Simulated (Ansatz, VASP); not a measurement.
# Two plane-wave programs on Ru

Contents of INCAR:

```
PREC     = Accurate       # precision mode
ENCUT    = 520            # plane-wave cutoff, eV
EDIFF    = 1E-6           # SCF threshold, eV
ISMEAR   = 0              # smearing method
SIGMA    = 0.15           # smearing width, eV
LREAL    = False          # projectors in reciprocal space
LASPH    = True           # aspherical terms in the spheres
NELM     = 100            # most SCF steps
ALGO     = Fast           # electronic algorithm
ISIF     = 2              # what is computed and relaxed
LWAVE    = False          # write WAVECAR
LCHARG   = True           # write CHGCAR
GGA      = PE             # functional
LELF     = True           # ELF
LVHAR    = True         
NBANDS   = 21             # bands
```

File KPOINTS:

```
Automatic mesh
0
Gamma
  24 24 14
```

Contents of POSCAR:

```
Ru
1.0
    2.7200250908      0.0000000000      0.0000000000
   -1.3600125454      2.3556108275      0.0000000000
    0.0000000000      0.0000000000      4.4901241239
Ru
2
Direct
    0.3333333333      0.6666666667      0.2500000000
    0.6666666667      0.3333333333      0.7500000000
```

Input for Ansatz:

```yaml
crystal:
  lattice:
    - [2.7200250908, 0.0, 0.0]
    - [-1.3600125454, 2.3556108275, 0.0]
    - [0.0, 0.0, 4.4901241239]
  atoms:
    - { symbol: Ru, position: [0.3333333333, 0.6666666667, 0.25] }
    - { symbol: Ru, position: [0.6666666667, 0.3333333333, 0.75] }
basis:
  ecutwfc: 420
kpoints:
  mp_grid: { grid: [24, 24, 14] }
hamiltonian:
  xc: pbe
scf:
  occupations: { method: gaussian, width: 0.15 }
output:
  forces: true
  stress: true
  eigenvalues: true
```

Change from the starting cell: strain +0.0450 x Voigt [0, 0, 1, 0, 0, 0], atoms carried along.

Alike in both runs: task single point; functional PBE; k mesh 24 × 24 × 14; occupations gaussian, width 0.15 eV; no spin polarisation.

```csv
,VASP,Ansatz
version,VASP 6.6.1,Ansatz 0.2.0
potentials or method,"VASP PAW PBE potentials, release 64 (Ru_pv), cutoff 520 eV","scalar-relativistic, plane waves, PAW"
valence electrons in the cell,28,32
```

```csv
,VASP,Ansatz,Ansatz less VASP
gap on the k mesh at the Fermi level (eV),none,none,-
pressure (GPa),-12.2,-12.1,+0.12
"traceless stress, the component that is largest in VASP (GPa)",-12.05,-12.08,-0.023
```

A gap of «none» marks a metal or a gap that the smearing closes. VASP's potentials hold 28 valence electrons a cell and Ansatz's 32, so a difference there can come from the potentials and not from the codes.
